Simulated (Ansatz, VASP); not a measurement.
Two plane-wave programs on AlNi

Contents of POSCAR:

```
AlNi
1.0
    2.0883948035     -2.1040103077      0.0000000000
    2.0883948035      2.1040103077      0.0000000000
    0.0000000000      0.0000000000      2.6710078401
Al Ni
1 1
Direct
    0.0000000000      0.0000000000      0.0000000000
    0.5000000000      0.5000000000      0.5000000000
```

The input INCAR.step1:

```
SYSTEM = AlNi
  PREC = Accurate
  ENCUT = 520
  ISMEAR = 0
  SIGMA = 0.15
  LREAL = .False.
  LASPH = .True.
  NELM = 100
  NBANDS = 14
  GGA = PE
  ALGO = Normal
  EDIFF = 1E-4
  LWAVE = .True.
  LCHARG = .False.
```

INCAR.step2

```
SYSTEM = AlNi
  PREC = Accurate
  ENCUT = 520
  EDIFF = 1E-6
  ISMEAR = 0
  SIGMA = 0.15
  LREAL = .False.
  LASPH = .True.
  NELM = 100
  ALGO = Normal
  ISIF = 2
  LWAVE = .False.
  LCHARG = .False.
  METAGGA = R2SCAN
  LMIXTAU = .True.
  NBANDS = 14
  ISTART = 1
```

KPOINTS

```
Automatic mesh
0
Gamma
  20 20 18
  0 0 0
```

Input for Ansatz:

```yaml
crystal:
  lattice:
    - [2.0883948035, -2.1040103077, 0.0]
    - [2.0883948035, 2.1040103077, 0.0]
    - [0.0, 0.0, 2.6710078401]
  atoms:
    - { symbol: Al, position: [0.0, 0.0, 0.0] }
    - { symbol: Ni, position: [0.5, 0.5, 0.5] }
basis:
  ecutwfc: 500
kpoints:
  mp_grid: { grid: [20, 20, 18] }
hamiltonian:
  xc: r2scan
scf:
  occupations: { method: gaussian, width: 0.15 }
output:
  forces: true
  stress: true
  eigenvalues: true
```

Alike in both runs: task single point; functional r2SCAN; k mesh 20 × 20 × 18; occupations gaussian, width 0.15 eV; no spin polarisation.

|  | VASP | Ansatz |
| --- | --- | --- |
| version | VASP 6.6.1 | Ansatz 0.2.0 |
| potentials or method | VASP PAW PBE potentials, release 64 (Al, Ni), cutoff 520 eV | scalar-relativistic, plane waves, PAW |
| valence electrons in the cell | 13 | 21 |

|  | VASP | Ansatz | Ansatz less VASP |
| --- | --- | --- | --- |
| gap on the k mesh at the Fermi level (eV) | none | none | - |
| pressure (GPa) | 0.7 | 0.9 | +0.17 |
| traceless stress, the component that is largest in VASP (GPa) | 8.29 | 8.13 | -0.165 |

VASP's potentials were made for PBE, not for r2SCAN. A gap of «none» marks a metal or a gap that the smearing closes. VASP's potentials hold 13 valence electrons a cell and Ansatz's 21, so a difference there can come from the potentials and not from the codes.
